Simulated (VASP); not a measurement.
The system is CuO.

```
Cu O
1.0
     2.87950    0.00000    0.00000
     0.03907    2.87928    0.00000
     0.01750    0.01724    5.17634
Cu O
2 2
Direct
  0.00000 0.50000 0.00000
  0.50000 0.00000 0.50000
  0.99842 0.00167 0.74989
  0.00158 0.99833 0.25011
```

```yaml
Program: VASP 6.6.1
Task: relaxation of cell and atoms
Functional: LDA
Potentials_or_basis: VASP PAW LDA potentials, release 64 (Cu, O)
Cutoff: 600 eV
k_mesh: 9 × 9 × 5
Occupations: fermi-dirac, width 0.05 eV
Spin: no spin polarisation
Hubbard_terms: Cu d U = 4.5 eV
```

At the start: pressure -10.9 GPa; volume 10.73 Å³/atom.

Question: How do energy, volume and symmetry change on relaxing?

Answer: Over 7 steps the energy falls by 25.6 meV/atom and the volume is 10.07 Å³/atom (-6.2 %); space group P4_2/mmc (No. 131, to 0.1 Å) before and after.

Step by step:
| step | energy change (eV) | largest force (eV/Å) | pressure (GPa) | volume (Å³) |
| --- | --- | --- | --- | --- |
| 1 | 0.0000 | 0.0126 | -10.87 | 42.92 |
| 2 | -0.0487 | 0.0043 | 9.66 | 38.55 |
| 3 | -0.1024 | 0.0063 | -0.14 | 40.28 |
| 4 | -0.1024 | 0.0069 | 0.20 | 40.23 |
| 5 | -0.1024 | 0.0020 | -0.25 | 40.30 |
| 6 | -0.1024 | 0.0035 | -0.15 | 40.27 |
| 7 | -0.1024 | 0.0067 | -0.08 | 40.27 |

Final structure:
```
CELL_PARAMETERS angstrom
2.83027 -0.00081 -0.00017
0.03760 2.82983 -0.00007
0.01688 0.01682 5.02776
ATOMIC_POSITIONS crystal
Cu 0.00000 0.50000 0.00000
Cu 0.50000 0.00000 0.50000
O 0.99850 0.00157 0.74996
O 0.00150 0.99843 0.25004
```

Caveat: U without spin polarisation on a metal has little footing.
